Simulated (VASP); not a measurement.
Set up this calculation in VASP 6.6.1, as the native input.

```yaml
Task: single point
Functional: PBE
Potentials_or_basis: VASP PAW PBE potentials, release 64 (Na_pv, C)
Cutoff: 520 eV
k_mesh: 12 × 12 × 8
Occupations: gaussian, width 0.1 eV
Spin: no spin polarisation
Dipole_correction: no
Further_INCAR_settings: ALGO = Normal; EDIFF = 1e-07; NBANDS = 29
```

The structure of NaC3 lies in POSCAR:

```
NaC3
1.0
    4.3772709040      0.0000000000      0.0000000000
   -2.1886354520      3.7908278021      0.0000000000
    0.0000000000      0.0000000000      4.9385491226
Na C
2 6
Direct
    0.3333333333      0.6666666667      0.5000000000
    0.6666666667      0.3333333333      0.5000000000
    0.0000000000      0.6667345463      0.0000000000
    0.6667345463      0.0000000000      0.0000000000
    0.3332654537      0.3332654537      0.0000000000
    0.6667345463      0.6667345463      0.0000000000
    0.3332654537      0.0000000000      0.0000000000
    0.0000000000      0.3332654537      0.0000000000
```

One way to write it, as run:

INCAR

```
SYSTEM = NaC3
ALGO = Normal
EDIFF = 1E-7
ENCUT = 520
GGA = PE
ISIF = 2
ISMEAR = 0
LASPH = .True.
LCHARG = .False.
LREAL = .False.
LWAVE = .False.
NBANDS = 29
NELM = 100
PREC = Accurate
SIGMA = 0.1
```

KPOINTS

```
k-points
0
Gamma
  12 12 8
  0 0 0
```

Potentials or basis: VASP PAW PBE potentials, release 64 (Na_pv, C).

Run with:

```console
$ cat potpaw_PBE.64/Na_pv/POTCAR potpaw_PBE.64/C/POTCAR > POTCAR
$ mpirun -np 1 vasp_std > vasp.out
```

It gave:

- Pressure: 0.3 GPa
- Largest force: 0.004 eV/Å
- Band gap on the k mesh: zero (bands 19 and 20 overlap by 3.98 eV)

Run time: 2.8 min on 1 thread of Intel(R) Xeon(R) Platinum 8488C (Sapphire Rapids), on a shared host, peak memory 0.31 GiB.
